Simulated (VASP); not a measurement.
Set up this calculation in VASP 6.6.1, as the native input.

| Property | Result |
| --- | --- |
| Task | single point |
| Functional | PBE |
| Dispersion | D3(BJ) |
| Potentials or basis | VASP PAW PBE potentials, release 64 (Ge_d, S) |
| Cutoff | 500 eV |
| k mesh | 4 × 8 × 6 |
| Occupations | gaussian, width 0.02 eV |
| Spin | no spin polarisation |
| Dipole correction | no |
| Further INCAR settings | ALGO = Normal; EDIFF = 1e-06; NBANDS = 50 |

The structure of GeS lies in POSCAR:

```
GeS
1.0
   10.6563156411      0.0000000000      0.0000000000
    0.0000000000      3.6793767028      0.0000000000
    0.0000000000      0.0000000000      4.3580862076
Ge S
4 4
Direct
    0.1244538396      0.2500000000      0.1352405821
    0.3755461604      0.7500000000      0.6352405821
    0.6244538396      0.2500000000      0.3647594179
    0.8755461604      0.7500000000      0.8647594179
    0.8493944104      0.2500000000      0.4949234731
    0.6506055896      0.7500000000     -0.0050765269
    0.3493944104      0.2500000000      1.0050765269
    0.1506055896      0.7500000000      0.5050765269
```

The input as run:

INCAR

```
SYSTEM = GeS
  ALGO = Normal
  EDIFF = 1E-6
  ENCUT = 500
  GGA = PE
  GGA_COMPAT = .FALSE.
  ISIF = 2
  ISMEAR = 0
  IVDW = 12
  LASPH = .TRUE.
  LCHARG = .TRUE.
  LELF = .TRUE.
  LREAL = .FALSE.
  LVHAR = .TRUE.
  LWAVE = .FALSE.
  NBANDS = 50
  NELM = 120
  PREC = Accurate
  SIGMA = 0.02
```

KPOINTS

```
k-points
0
G
  4 8 6
  0 0 0
```

Potentials or basis: VASP PAW PBE potentials, release 64 (Ge_d, S).

The run is started by

```console
$ cat potpaw_PBE.64/Ge_d/POTCAR potpaw_PBE.64/S/POTCAR > POTCAR
$ mpirun -np 1 vasp_std > vasp.out
```

Results of the run:

The pressure is -0.1 GPa, the largest force is 0.007 eV/Å and the band gap on the k mesh is 1.23 eV, indirect (least direct gap 1.26 eV). The dispersion energy per atom is -0.327 eV.

Run time: 5.1 min on 1 thread of Intel(R) Xeon(R) Platinum 8375C CPU @ 2.90GHz (Ice Lake) (shared host), peak memory 0.49 GiB.
